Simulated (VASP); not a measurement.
Input of a VASP 6.6.1 run:

The input INCAR:

```
SYSTEM = LaHg
  ALGO = Normal
  EDIFF = 1E-6
  ENCUT = 520
  ISIF = 2
  ISMEAR = -1
  LASPH = .True.
  LCHARG = .False.
  LREAL = .False.
  LWAVE = .False.
  NBANDS = 18
  NELM = 100
  PREC = Accurate
  SIGMA = 0.08
```

File KPOINTS:

```
k-points
0
Gamma
  11 11 11
  0 0 0
```

File POSCAR:

```
LaHg
1.0
    3.8370000000     -0.0383700000     -0.0383700000
   -0.0383700000      3.8370000000     -0.0383700000
   -0.0383700000     -0.0383700000      3.8370000000
La Hg
1 1
Direct
    0.5000000000      0.5000000000      0.5000000000
    0.0000000000      0.0000000000      0.0000000000
```

Potentials or basis: VASP PAW LDA potentials, release 64 (La, Hg).

Run with:

```console
$ cat potpaw_LDA.64/La/POTCAR potpaw_LDA.64/Hg/POTCAR > POTCAR
$ mpirun -np 1 vasp_std > vasp.out
```

Predict the pressure.

-1.7 GPa.

Stress tensor (GPa, compression positive):
```
-1.67  0.54  0.54
 0.54 -1.67  0.54
 0.54  0.54 -1.67
```

Caveat: the cell differs from its parent crystal (equal xy, yz and zx shear strains of -2 %).
